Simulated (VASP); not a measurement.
# Ge15Mo (F-43m) in VASP: single point with PBEsol+U

Aim: the single point of Ge15Mo with PBEsol+U.

Everything below comes from runs of VASP 6.6.1. Logs are shortened: lines on timing, memory, paths and dates and some standing lists are left out, and cuts for length are marked.

## 1. The cell of the first run

Symmetry: F-43m, No. 216, cubic system. Conventional cell: a = 11.315 Å, b = 11.315 Å, c = 11.315 Å, α = 90.00°, β = 90.00°, γ = 90.00°. Within 3.3 Å of Mo (site symmetry -43m) lie 4 Ge at 2.48 Å. Within 3.2 Å of Ge (site symmetry 2mm) lie 4 Ge at 2.44 to 2.45 Å. Within 3.2 Å of Ge (site symmetry -43m) lie 4 Ge at 2.45 Å. Ge (site symmetry 3m) has 3 Ge at 2.44 Å and 1 Mo at 2.48 Å within 3.2 Å. Ge (site symmetry 3m) has 4 Ge at 2.45 Å within 3.2 Å.

## 2. Single point, PBEsol+U, collinear spin

File INCAR:

```
PREC     = Accurate       # precision mode
ENCUT    = 520            # plane-wave cutoff, eV
EDIFF    = 1E-6           # SCF threshold, eV
ISMEAR   = 0              # smearing method
SIGMA    = 0.05           # smearing width, eV
LREAL    = Auto         
LASPH    = T              # aspherical terms in the spheres
NELM     = 150            # most SCF steps
ALGO     = Normal         # electronic algorithm
ISIF     = 2              # what is computed and relaxed
LWAVE    = F              # write WAVECAR
LCHARG   = T              # write CHGCAR
ISPIN    = 2              # spin polarisation
MAGMOM   = 2 0 0 0 0 0 0 0 0 0 0 0 0 0 0 0 # initial moments
LORBIT   = 11             # projections on sites
LMAXMIX  = 4              # l up to which the mixer works
LDAU     = T              # DFT+U
LDAUTYPE = 2            
LDAUL    = 2 -1           # shell
LDAUU    = 2 0            # U, eV
LDAUJ    = 0 0          
LDAUPRINT= 1            
GGA      = PS             # functional
LELF     = T              # ELF
LVHAR    = T            
NBANDS   = 130            # bands
```

File KPOINTS:

```
regular mesh
0
Gamma
  3 3 3
```

File POSCAR:

```
Ge15Mo
1.0
    0.0000000000      5.6575400000      5.6575400000
    5.6575400000      0.0000000000      5.6575400000
    5.6575400000      5.6575400000      0.0000000000
Mo Ge
1 15
Direct
    1.0000000000      0.0000000000      0.0000000000
    0.9995146617      0.9995146617      0.5004853383
    0.9995146617      0.5004853383      0.9995146617
    0.9995146617      0.5004853383      0.5004853383
    0.5004853383      0.9995146617      0.9995146617
    0.5004853383      0.9995146617      0.5004853383
    0.5004853383      0.5004853383      0.9995146617
    0.5000000000      0.5000000000      0.5000000000
    0.1263979545      0.1263979545      0.1263979545
    0.1263979545      0.1263979545      0.6208061366
    0.1263979545      0.6208061366      0.1263979545
    0.1253009340      0.6248996887      0.6248996887
    0.6208061366      0.1263979545      0.1263979545
    0.6248996887      0.1253009340      0.6248996887
    0.6248996887      0.6248996887      0.1253009340
    0.6248996887      0.6248996887      0.6248996887
```

Potentials or basis: VASP PAW PBE potentials, release 64 (Mo_sv, Ge_d).

Run with:

```console
cat potpaw_PBE.64/Mo_sv/POTCAR potpaw_PBE.64/Ge_d/POTCAR > POTCAR
mpirun -np 1 vasp_std > vasp.out
```

OUTCAR:

```text
PREC = Accurate
   ENCUT = 520
   EDIFF = 1E-6
   ISMEAR = 0
   LREAL = Auto
   LASPH = T
   NELM = 150
   ISIF = 2
   ISPIN = 2
   LORBIT = 11
   GGA = PS

 ion  position               nearest neighbor table
   1  0.000  0.000  0.000-  10 2.48  11 2.48  13 2.48   9 2.48
   2  1.000  1.000  0.500-   9 2.44  10 2.44  12 2.45  14 2.45
   3  1.000  0.500  1.000-   9 2.44  11 2.44  12 2.45  15 2.45
   4  1.000  0.500  0.500-  10 2.44  11 2.44  16 2.45  12 2.45
   5  0.500  1.000  1.000-   9 2.44  13 2.44  14 2.45  15 2.45
   6  0.500  1.000  0.500-  10 2.44  13 2.44  16 2.45  14 2.45
[... 8 lines left out ...]
  15  0.625  0.625  0.125-   3 2.45   5 2.45   7 2.45   8 2.45
  16  0.625  0.625  0.625-   4 2.45   6 2.45   7 2.45   8 2.45

  LATTYP: Found a face centered cubic cell.
 ALAT       =    11.3150800000

  Lattice vectors:

 A1 = (   0.0000000000,   5.6575400000,   5.6575400000)
 A2 = (   5.6575400000,   0.0000000000,   5.6575400000)
 A3 = (   5.6575400000,   5.6575400000,   0.0000000000)

Analysis of symmetry for initial positions (statically):
=====================================================================
 Subroutine PRICEL returns:
 Original cell was already a primitive cell.

 Routine SETGRP: Setting up the symmetry group for a
 face centered cubic supercell.

 Subroutine GETGRP returns: Found 24 space group operations
 (whereof 24 operations were pure point group operations)
 out of a pool of 48 trial point group operations.

The static configuration has the point symmetry T_d .

Analysis of symmetry for dynamics (positions and initial velocities):
=====================================================================
 Subroutine PRICEL returns:
 Original cell was already a primitive cell.

 Routine SETGRP: Setting up the symmetry group for a
 face centered cubic supercell.

 Subroutine GETGRP returns: Found 24 space group operations
 (whereof 24 operations were pure point group operations)
 out of a pool of 48 trial point group operations.

The dynamic configuration has the point symmetry T_d .

Analysis of structural, dynamic, and magnetic symmetry:
=====================================================================
 Subroutine PRICEL returns:
 Original cell was already a primitive cell.

 Routine SETGRP: Setting up the symmetry group for a
 face centered cubic supercell.

[... 187 lines left out ...]

 Free energy of the ion-electron system (eV)
  ---------------------------------------------------
  ext. energy  EPLUGINS =         0.00000000
  ---------------------------------------------------
  free energy    TOTEN  =       -80.34906827 eV

  energy without entropy =      -80.34906783  energy(sigma->0) =      -80.34906805

 E-fermi :   4.6723     XC(G=0): -10.1917

 val. band max:        4.5234216784   @ k =   0.0000   0.0000   0.0000
 cond. band min:       4.8179754905   @ k =   0.0000   0.0000   0.0000
 fundamental gap:      0.2945538120
 Fermi energy:         4.6723350760

 spin component 1

 k-point     1 :       0.0000    0.0000    0.0000
  band No.  band energies     occupation
      1     -56.2984      1.00000
      2     -30.5343      1.00000
      3     -30.5343      1.00000
      4     -30.5343      1.00000
      5     -19.8050      1.00000
      6     -19.8050      1.00000
[... 497 lines left out ...]
    123       8.1195      0.00000
    124       8.1785      0.00000
 Fermi energy:         4.6723350760

 spin component 2

 k-point     1 :       0.0000    0.0000    0.0000
  band No.  band energies     occupation
      1     -55.1964      1.00000
      2     -29.3178      1.00000
      3     -29.3178      1.00000
      4     -29.3178      1.00000
      5     -19.8036      1.00000
      6     -19.8036      1.00000
[... 497 lines left out ...]
    123       8.1328      0.00000
    124       8.2065      0.00000
 [bands above 124 left out]

------------------------ aborting loop because EDIFF is reached ----------------------------------------

  FORCE on cell =-STRESS in cart. coord.  units (eV):
  Direction    XX          YY          ZZ          XY          YZ          ZX
  --------------------------------------------------------------------------------------
  -------------------------------------------------------------------------------------
  Total        2.9253800      2.9253800      2.9253800      0.0000000      0.0000000     -0.0000000
  in kB       12.9413619     12.9413619     12.9413619      0.0000000      0.0000000     -0.0000000
  external PRESSURE =      12.9413619 kB  Pullay stress =       0.0000000 kB

 VOLUME and BASIS-vectors are now :
 -----------------------------------------------------------------------------
  energy-cutoff  :      520.00
  volume of cell :      362.17
      direct lattice vectors                 reciprocal lattice vectors
     0.000000000  5.657540000  5.657540000    -0.088377634  0.088377634  0.088377634
     5.657540000  0.000000000  5.657540000     0.088377634 -0.088377634  0.088377634
     5.657540000  5.657540000  0.000000000     0.088377634  0.088377634 -0.088377634

 POSITION                                       TOTAL-FORCE (eV/Angst)
 -----------------------------------------------------------------------------------
      0.00000      0.00000      0.00000        -0.000000     -0.000000     -0.000000
      8.48631      8.48631     11.30959        -0.000000     -0.000000     -0.001866
      8.48631     11.30959      8.48631        -0.000000     -0.001866     -0.000000
      5.66303      8.48631      8.48631         0.001866     -0.000000     -0.000000
     11.30959      8.48631      8.48631        -0.001866     -0.000000     -0.000000
      8.48631      5.66303      8.48631        -0.000000      0.001866     -0.000000
[... 8 lines left out ...]
      4.24429      4.24429      7.07079         0.002531      0.002531     -0.002531
      7.07079      7.07079      7.07079        -0.002531     -0.002531     -0.002531
 -----------------------------------------------------------------------------------
    total drift:                                0.000001      0.000001      0.000001

  FREE ENERGIE OF THE ION-ELECTRON SYSTEM (eV)
  ---------------------------------------------------
  free  energy   TOTEN  =       -80.3490682655 eV

  energy  without entropy=      -80.3490678292  energy(sigma->0) =      -80.34906805

 total charge

# of ion       s       p       d       tot
------------------------------------------
    1        2.356   6.076   4.034  12.465
    2        1.126   1.256  10.025  12.408
    3        1.126   1.256  10.025  12.408
    4        1.126   1.256  10.025  12.408
    5        1.126   1.256  10.025  12.408
    6        1.126   1.256  10.025  12.408
[... 8 lines left out ...]
   15        1.121   1.267  10.024  12.412
   16        1.121   1.267  10.024  12.412
--------------------------------------------------
tot         19.267  25.161 154.419 198.847

 magnetization (x)

# of ion       s       p       d       tot
------------------------------------------
    1        0.024   0.001   1.769   1.794
    2        0.005   0.011  -0.001   0.015
    3        0.005   0.011  -0.001   0.015
    4        0.005   0.011  -0.001   0.015
    5        0.005   0.011  -0.001   0.015
    6        0.005   0.011  -0.001   0.015
[... 8 lines left out ...]
   15       -0.001   0.003  -0.000   0.002
   16       -0.001   0.003  -0.000   0.002
--------------------------------------------------
tot          0.008  -0.082   1.817   1.743
```

OSZICAR:

```text
N       E                     dE             d eps       ncg     rms          rms(c)
DAV:   1     0.376485537895E+04    0.37649E+04   -0.90871E+04  2400   0.469E+03
DAV:   2     0.759804933858E+03   -0.30051E+04   -0.29089E+04  2176   0.125E+03
DAV:   3     0.361743536104E+02   -0.72363E+03   -0.69494E+03  2088   0.320E+02
DAV:   4    -0.744443506184E+02   -0.11062E+03   -0.10307E+03  2388   0.121E+02
DAV:   5    -0.815652714259E+02   -0.71209E+01   -0.69556E+01  2344   0.317E+01    0.149E+01
DAV:   6    -0.812372627561E+02    0.32801E+00   -0.10026E+01  3032   0.197E+01    0.796E+00
DAV:   7    -0.805676022242E+02    0.66966E+00   -0.39149E+00  2472   0.735E+00    0.481E+00
DAV:   8    -0.803453135044E+02    0.22229E+00   -0.69960E-01  2432   0.660E+00    0.201E+00
DAV:   9    -0.803450358204E+02    0.27768E-03   -0.14360E-01  2320   0.261E+00    0.555E-01
DAV:  10    -0.803478066754E+02   -0.27709E-02   -0.22011E-02  2528   0.107E+00    0.342E-01
DAV:  11    -0.803483301104E+02   -0.52343E-03   -0.21642E-03  2784   0.898E-01    0.143E-01
DAV:  12    -0.803488930514E+02   -0.56294E-03   -0.23527E-03  2288   0.597E-01    0.424E-02
DAV:  13    -0.803490417411E+02   -0.14869E-03   -0.15408E-03  2440   0.539E-01    0.278E-02
DAV:  14    -0.803490539491E+02   -0.12208E-04   -0.23657E-04  2656   0.270E-01    0.153E-02
DAV:  15    -0.803490664771E+02   -0.12528E-04   -0.87673E-05  2576   0.608E-02    0.655E-03
DAV:  16    -0.803490680671E+02   -0.15901E-05   -0.14763E-05  2296   0.456E-02    0.301E-03
DAV:  17    -0.803490682655E+02   -0.19837E-06   -0.17984E-06  1488   0.322E-02
   1 F= -.80349068E+02 E0= -.80349068E+02  d E =-.436270E-06  mag=     2.0000
```

stdout:

```text
POSCAR found type information on POSCAR MoGe
 POSCAR found :  2 types and      16 ions
 scaLAPACK will be used
 -----------------------------------------------------------------------------
|                                                                             |
|                                                                             |
|     You enforced a specific xc type in the INCAR file but a different       |
|     I HOPE YOU KNOW WHAT YOU ARE DOING!                                     |
|                                                                             |
 -----------------------------------------------------------------------------

 LDA part: xc-table for (Slater+PW92), standard interpolation
 POSCAR, INCAR and KPOINTS ok, starting setup
 FFT: planning ... GRIDC
 FFT: planning ... GRID_SOFT
 FFT: planning ... GRID
 WAVECAR not read
 entering main loop
```

Wall time 21 min (1 thread of Oxide Virtual Turin-like, shared host); peak memory 0.75 GiB.

Results:

* Free energy: -80.3491 eV
* Pressure: 1.3 GPa
* Largest force: 0.022 eV/Å
* Band gap on the k mesh: 0.29 eV
* Net moment: 2.00 μB per cell
* Site moments: Mo +1.79; Ge +0.01, -0.00, -0.04, +0.00 (each value once) μB
* Valence electrons inside the program's atomic spheres: Mo 12.46; Ge 12.41, 12.47 (each value once)

Forces on the atoms (eV/Å):
```
Mo   0.000  0.000  0.000
Ge   0.000  0.000 -0.002
Ge   0.000 -0.002  0.000
Ge   0.002  0.000  0.000
Ge  -0.002  0.000  0.000
Ge   0.000  0.002  0.000
Ge   0.000  0.000  0.002
Ge   0.000  0.000  0.000
Ge  -0.013 -0.013 -0.013
Ge   0.013  0.013 -0.013
Ge   0.013 -0.013  0.013
Ge  -0.003  0.003  0.003
Ge  -0.013  0.013  0.013
Ge   0.003 -0.003  0.003
Ge   0.003  0.003 -0.003
Ge  -0.003 -0.003 -0.003
```

Eigenvalues of the final occupation matrices:
```tsv
site	spin	trace	eigenvalues
site 1 d	1	2.93	0.49 0.49 0.49 0.73 0.73
site 1 d	2	1.15	0.06 0.06 0.34 0.34 0.34
```

Caveat: the PAW data sets were made with another functional, which shifts forces and pressure a little; an odd mesh through Γ misses points on the zone boundary, where band edges can lie; the U is typed as a test and isn't derived for this compound.
